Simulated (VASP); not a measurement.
A run of VASP 6.6.1 is set up as follows.

Contents of INCAR:

```
PREC = Accurate ; ENCUT = 520
EDIFF = 1E-6 ; ISMEAR = -1
SIGMA = 0.05 ; LREAL = Auto
LASPH = T ; NELM = 120
ALGO = Normal ; ISIF = 2
LWAVE = F ; LCHARG = F
GGA = PE ; IVDW = 12
NBANDS = 51 ; GGA_COMPAT = F
ISYM = -1
```

KPOINTS

```
explicit points
4
Reciprocal
  0.25000000   0.25000000   0.25000000 2
  0.25000000   0.25000000   0.75000000 2
  0.25000000   0.75000000   0.25000000 2
  0.25000000   0.75000000   0.75000000 2
```

Contents of POSCAR:

```
C
1.0
    3.6964953839     -6.4025178148      0.0000000000
   -7.3929907677      0.0000000000      0.0000000000
    0.0000000000      0.0000000000     -8.5521218516
C
18
Direct
    0.4389657446      0.5587070211     -0.0165230340
    0.1110321003      0.5672126177     -0.0141937875
    0.7734850793      0.5546095152     -0.0167978196
    0.4419675324      0.2324224387     -0.0215624851
    0.1057170038      0.2278010983     -0.0273080768
    0.7770021332      0.2238222461     -0.0186289441
    0.4338401048      0.8862142739     -0.0084583687
    0.0998505617      0.8938890022     -0.0226653693
    0.7644469163      0.8861479343     -0.0108843164
    0.5524015867      0.4484589552     -0.0118089992
    0.2218659973      0.4502404696     -0.0201917142
    0.8877871432      0.4497742769     -0.0209667265
    0.5583481536      0.1143115687     -0.0211536977
    0.2151553560      0.1156867102     -0.0204128289
    0.8841816866      0.1110759568     -0.0175282816
    0.5517757392      0.7866018849     -0.0091045242
    0.2141429418      0.7816769394     -0.0221106532
    0.8830750907      0.7829108920     -0.0144451871
```

Potentials or basis: VASP PAW PBE potentials, release 64 (C).

Command:

```bash
$ cat potpaw_PBE.64/C/POTCAR > POTCAR
$ mpirun -np 1 vasp_std > vasp.out
```

What does it give for the dispersion energy per atom?

-0.090 eV.

Predict the largest force.

3.799 eV/Å.

Forces in eV/Å, atoms in the order of the input:
```
C   -0.545 -1.271 -0.544
C    2.241  1.272  0.909
C   -1.763 -0.679 -0.248
C    3.058  0.467 -0.333
C    0.644 -0.152 -0.938
C   -0.846  0.004  0.196
C   -2.686 -1.901  1.186
C    0.569 -1.629 -0.245
C   -1.206 -3.386  0.161
C   -0.548  0.126  0.837
C   -0.921  1.242 -0.030
C    0.709  0.078 -0.411
C   -1.310  2.774 -0.701
C   -0.239 -1.033  0.621
C   -0.095  0.083  0.141
C    2.546  2.821 -0.006
C   -1.112 -0.340 -0.890
C    1.501  1.522  0.295
```

Caveat: the atoms stand as in a frame of molecular dynamics; there is no dipole correction, which matters where the two faces differ.
